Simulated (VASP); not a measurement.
# HgPt3 (Pm-3m) in VASP: a series of runs, part 3 of 3

VASP 6.6.1. Earlier steps stand in the parts before.

### Step 4. Relaxation of cell and atoms, LDA

INCAR reads:

```
ALGO = Fast ; EDIFF = 1E-6
EDIFFG = -0.005 ; ENCUT = 600
GGA = CA ; IBRION = 2
ISIF = 3 ; ISMEAR = 0
LASPH = True ; LCHARG = False
LREAL = False ; LWAVE = False
NELM = 80 ; NSW = 100
PREC = Accurate ; SIGMA = 0.1
```

KPOINTS reads:

```
k-points
0
Gamma
  10 10 10
```

POSCAR reads:

```
HgPt3
1.0
    3.9726881452      0.0000000000      0.0000000000
    0.0000000000      3.9726881452      0.0000000000
    0.0000000000      0.0000000000      3.9726881452
Hg Pt
1 3
Direct
    0.0000000000      0.0000000000      0.0000000000
    0.0000000000      0.5000000000      0.5000000000
    0.5000000000      0.5000000000      0.0000000000
    0.5000000000      0.0000000000      0.5000000000
```

Potentials or basis: VASP PAW LDA potentials, release 64 (Hg, Pt).

Launch:

```console
$ cat potpaw_LDA.64/Hg/POTCAR potpaw_LDA.64/Pt/POTCAR > POTCAR
$ mpirun -np 1 vasp_std > vasp.out
```

OUTCAR:

```text
EDIFF = 1E-6
   EDIFFG = -0.005
   ENCUT = 600
   GGA = CA
   IBRION = 2
   ISIF = 3
   ISMEAR = 0
   LASPH = True
   LREAL = False
   NELM = 80
   NSW = 100
   PREC = Accurate

 ion  position               nearest neighbor table
   1  0.000  0.000  0.000-   2 2.81   3 2.81   4 2.81   2 2.81   4 2.81   2 2.81   3 2.81   2 2.81
                             3 2.81   4 2.81   4 2.81   3 2.81
   2  0.000  0.500  0.500-   1 2.81   3 2.81   4 2.81   1 2.81   3 2.81   1 2.81   4 2.81   1 2.81
                             3 2.81   4 2.81   3 2.81   4 2.81
   3  0.500  0.500  0.000-   1 2.81   2 2.81   4 2.81   2 2.81   4 2.81   1 2.81   4 2.81   4 2.81
                             1 2.81   2 2.81   2 2.81   1 2.81
   4  0.500  0.000  0.500-   1 2.81   2 2.81   3 2.81   1 2.81   3 2.81   2 2.81   3 2.81   3 2.81
                             1 2.81   2 2.81   1 2.81   2 2.81

  LATTYP: Found a simple cubic cell.
 ALAT       =     3.9726881452

  Lattice vectors:

 A1 = (   3.9726881452,   0.0000000000,   0.0000000000)
 A2 = (   0.0000000000,   3.9726881452,   0.0000000000)
 A3 = (   0.0000000000,   0.0000000000,   3.9726881452)

Analysis of symmetry for initial positions (statically):
=====================================================================
 Subroutine PRICEL returns:
 Original cell was already a primitive cell.

 Routine SETGRP: Setting up the symmetry group for a
 simple cubic supercell.

 Subroutine GETGRP returns: Found 48 space group operations
 (whereof 48 operations were pure point group operations)
 out of a pool of 48 trial point group operations.

The static configuration has the point symmetry O_h .

Analysis of symmetry for dynamics (positions and initial velocities):
=====================================================================
 Subroutine PRICEL returns:
 Original cell was already a primitive cell.

 Routine SETGRP: Setting up the symmetry group for a
 simple cubic supercell.

 Subroutine GETGRP returns: Found 48 space group operations
 (whereof 48 operations were pure point group operations)
 out of a pool of 48 trial point group operations.

The dynamic configuration has the point symmetry O_h .

 Subroutine INISYM returns: Found 48 space group operations
 (whereof 48 operations are pure point group operations),
 and found     1 'primitive' translations

----------------------------------------------------------------------------------------

                                     Primitive cell

  volume of cell :      62.6980

  direct lattice vectors                    reciprocal lattice vectors
     3.972688145  0.000000000  0.000000000     0.251718726  0.000000000  0.000000000
     0.000000000  3.972688145  0.000000000     0.000000000  0.251718726  0.000000000
     0.000000000  0.000000000  3.972688145     0.000000000  0.000000000  0.251718726

  length of vectors
     3.972688145  3.972688145  3.972688145     0.251718726  0.251718726  0.251718726

  position of ions in fractional coordinates (direct lattice)
     0.000000000  0.000000000  0.000000000
     0.000000000  0.500000000  0.500000000
     0.500000000  0.500000000  0.000000000
     0.500000000  0.000000000  0.500000000

  ion indices of the primitive-cell ions
   primitive index   ion index
                 1           1
                 2           2
                 3           3
[... 56 lines left out ...]
   number of dos      NEDOS =    301   number of ions     NIONS =      4
   total plane-waves  NPLWV =  32768
   dimension x,y,z NGX =    32 NGY =   32 NGZ =   32
   dimension x,y,z NGXF=    64 NGYF=   64 NGZF=   64
   ions per type =               1   3
   NGX,Y,Z   is equivalent  to a cutoff of  13.39, 13.39, 13.39 a.u.
   NGXF,Y,Z  is equivalent  to a cutoff of  26.78, 26.78, 26.78 a.u.
 SYSTEM =  unknown system
   PREC   = accura    normal or accurate (medium, high low for compatibility)
   ISTART =      0    job   : 0-new  1-cont  2-samecut
   ICHARG =      2    charge: 1-file 2-atom 10-const
   ISPIN  =      1    spin polarized calculation?
   LNONCOLLINEAR =      F non collinear calculations
   LSORBIT =      F    spin-orbit coupling
   LASPH  =      T    aspherical Exc in radial PAW
   ENCUT  =  600.0 eV  44.10 Ry    6.64 a.u.   7.93  7.93  7.93*2*pi/ulx,y,z
   NELM   =     80;   NELMIN=  2; NELMDL= -5     # of ELM steps
   EDIFF  = 0.1E-05   stopping-criterion for ELM
   LREAL  =      F    real-space projection
   EDIFFG = -.5E-02   stopping-criterion for IOM
   NSW    =    100    number of steps for IOM
   IBRION =      2    ionic relax: 0-MD 1-quasi-New 2-CG
   NFREE  =      1    steps in history (QN), initial steepest desc. (CG)
   ISIF   =      3    stress and relaxation
   ISYM   =      2    0-nonsym 1-usesym 2-fastsym
   POTIM  = 0.5000    time-step for ionic-motion
   TEBEG  =    0.0;   TEEND  =   0.0 temperature during run
   PSTRESS=    0.0 pullay stress
   NELECT =      42.0000    total number of electrons
   NUPDOWN=      -1.0000    fix difference up-down
   EMIN   =  10.00;   EMAX   =-10.00  energy-range for DOS
   EFERMI =   0.00;   METHOD = LEGACY
   ISMEAR =     0;   SIGMA  =   0.10  broadening in eV -4-tet -1-fermi 0-gaus
   EFERMI_NEDOS =   21; number of points for ismear=-14 and -15
   IALGO  =     68    algorithm
   IMIX   =      4    mixing-type and parameters
     AMIX     =   0.40;   BMIX     =  1.00
     AMIX_MAG =   1.60;   BMIX_MAG =  1.00
  volume/ion in A,a.u.               =      15.67       105.78
  Fermi-wavevector in a.u.,A,eV,Ry     =   1.432430  2.706900 27.917198  2.051856
  Thomas-Fermi vector in A             =   2.552058
   LORBIT       =      0    0 simple, 1 ext, 2 COOP (PROOUT), +10 PAW based schemes
   GGA     = CA    functional components
   LHFCALC =     F    Hartree Fock is set to
   AEXX    =    0.0000 exact exchange contribution
   IVDW    =     0    specifies the selected vdW correction
   LEPSILON=     F    determine dielectric tensor
   LRPA    =     F    only Hartree local field effects (RPA)
 conjugate gradient relaxation of ions
 non-spin polarized calculation
 RMM-DIIS sequential band-by-band and
 Gauss-broadening in eV      SIGMA  =   0.10
  energy-cutoff  :      600.00
  volume of cell :       62.70
 maximum number of plane-waves:      2176
 NGX is ok and might be reduce to    32
   NGX = 15   NGY = 15   NGZ = 15

--------------------------------------- Ionic step        1  -------------------------------------------

 number of electron      42.0000001 magnetization

 Free energy of the ion-electron system (eV)
  ---------------------------------------------------
  ext. energy  EPLUGINS =         0.00000000
  ---------------------------------------------------
  free energy    TOTEN  =       -23.37857432 eV

  energy without entropy =      -23.35996349  energy(sigma->0) =      -23.36926891

------------------------ aborting loop because EDIFF is reached ----------------------------------------

  FORCE on cell =-STRESS in cart. coord.  units (eV):
  Direction    XX          YY          ZZ          XY          YZ          ZX
  --------------------------------------------------------------------------------------
  -------------------------------------------------------------------------------------
  Total        0.7610550      0.7610550      0.7610550      0.0000000      0.0000000      0.0000000
  in kB       19.4479226     19.4479226     19.4479226      0.0000000      0.0000000      0.0000000
  external PRESSURE =      19.4479226 kB  Pullay stress =       0.0000000 kB
[... 101 lines left out ...]
--------------------------------------- Ionic step        4  -------------------------------------------

 number of electron      42.0000006 magnetization

 Free energy of the ion-electron system (eV)
  ---------------------------------------------------
  ext. energy  EPLUGINS =         0.00000000
  ---------------------------------------------------
  free energy    TOTEN  =       -23.38144713 eV

  energy without entropy =      -23.36250918  energy(sigma->0) =      -23.37197815

 E-fermi :   9.1278     XC(G=0): -13.4171

 val. band max:        9.1180890915   @ k =   0.1000   0.0000   0.0000
 cond. band min:       9.1321419079   @ k =   0.3000   0.2000   0.1000
 fundamental gap:      0.0140528164
 Fermi energy:         9.1277924006

 k-point     1 :       0.0000    0.0000    0.0000
  band No.  band energies     occupation
      1      -1.3163      2.00000
      2       0.6487      2.00000
      3       0.6487      2.00000
      4       1.0793      2.00000
      5       1.0793      2.00000
      6       1.0793      2.00000
[... 661 lines left out ...]
     24      13.1281      0.00000
     25      15.2021      0.00000

 [... further k-points ...]

------------------------ aborting loop because EDIFF is reached ----------------------------------------

  FORCE on cell =-STRESS in cart. coord.  units (eV):
  Direction    XX          YY          ZZ          XY          YZ          ZX
  --------------------------------------------------------------------------------------
  -------------------------------------------------------------------------------------
  Total        0.0152539      0.0152539      0.0152539     -0.0000000     -0.0000000      0.0000000
  in kB        0.3869300      0.3869300      0.3869300     -0.0000000     -0.0000000      0.0000000
  external PRESSURE =       0.3869300 kB  Pullay stress =       0.0000000 kB
[... 19 lines left out ...]
  FREE ENERGIE OF THE ION-ELECTRON SYSTEM (eV)
  ---------------------------------------------------
  free  energy   TOTEN  =       -23.3814471260 eV

  energy  without entropy=      -23.3625091839  energy(sigma->0) =      -23.37197815

 reached required accuracy - stopping structural energy minimisation
```

CONTCAR:

```text
HgPt3
   1.00000000000000
     3.9824704384554099    0.0000000000000000    0.0000000000000000
     0.0000000000000000    3.9824704384554099    0.0000000000000000
    -0.0000000000000000    0.0000000000000000    3.9824704384554099
  Hg              Pt
     1     3
Direct
     0.0000000000000000    0.0000000000000000    0.0000000000000000
     0.0000000000000000    0.5000000000000000    0.5000000000000000
     0.5000000000000000    0.5000000000000000    0.0000000000000000
     0.5000000000000000    0.0000000000000000    0.5000000000000000

  0.00000000E+00  0.00000000E+00  0.00000000E+00
  0.00000000E+00  0.00000000E+00  0.00000000E+00
  0.00000000E+00  0.00000000E+00  0.00000000E+00
  0.00000000E+00  0.00000000E+00  0.00000000E+00
```

It took 68 s on 1 thread of Intel Xeon 6975P-C (Granite Rapids), shared host; peak memory 0.24 GiB.

What came out:

```yaml
Free_energy: -23.3814 eV
Relaxed_volume: 15.79 Å³/atom
Relaxed_cell: a = 3.982 Å, b = 3.982 Å, c = 3.982 Å, α = 90.00°, β = 90.00°, γ = 90.00°
Space_group_after_relaxing_to_0.1_Å: Pm-3m (No. 221)
Energy_gained_by_relaxing: 0.7 meV/atom
Ionic_steps: 4
Pressure_after_relaxing: 0.0 GPa
Band_gap_on_the_k_mesh: zero (bands 21 and 22 overlap by 0.95 eV)
```

The path:
| step | energy change (eV) | largest force (eV/Å) | pressure (GPa) | volume (Å³) |
| --- | --- | --- | --- | --- |
| 1 | 0.0000 | 0.0000 | 1.94 | 62.70 |
| 2 | 0.0157 | 0.0000 | -4.66 | 64.44 |
| 3 | -0.0029 | 0.0000 | -0.10 | 63.19 |
| 4 | -0.0029 | 0.0000 | 0.04 | 63.16 |

Final structure:
```yaml
crystal:
  lattice:
    - [3.98247, 0.00000, 0.00000]
    - [0.00000, 3.98247, 0.00000]
    - [0.00000, 0.00000, 3.98247]
  atoms:
    - { symbol: Hg, position: [0.00000, 0.00000, 0.00000] }
    - { symbol: Pt, position: [0.00000, 0.50000, 0.50000] }
    - { symbol: Pt, position: [0.50000, 0.50000, 0.00000] }
    - { symbol: Pt, position: [0.50000, 0.00000, 0.50000] }
```

Caveat: spin-orbit coupling is left out, which moves the levels of the heavy elements.

### Step 5. Overview

| task | cell | k mesh | cutoff (eV) | smearing | gap on the mesh (eV) | pressure (GPa) |
| --- | --- | --- | --- | --- | --- | --- |
| single point | as given | 12 × 12 × 12 | 520 | gaussian 0.15 eV | none | 1.9 |
| single point | as given | 10 × 10 × 10 | 520 | gaussian 0.1 eV | none | 1.8 |
| relaxation of cell and atoms | relaxed | 10 × 10 × 10 | 600 | gaussian 0.1 eV | none | 0.0 |

Alike in all rows: level LDA; potentials or basis VASP PAW LDA potentials, release 64 (Hg, Pt); no spin polarisation.

Caveats: spin-orbit coupling is left out, which moves the levels of the heavy elements.

Total energies depend on the potentials used, so only differences within one code and one set of settings carry meaning.
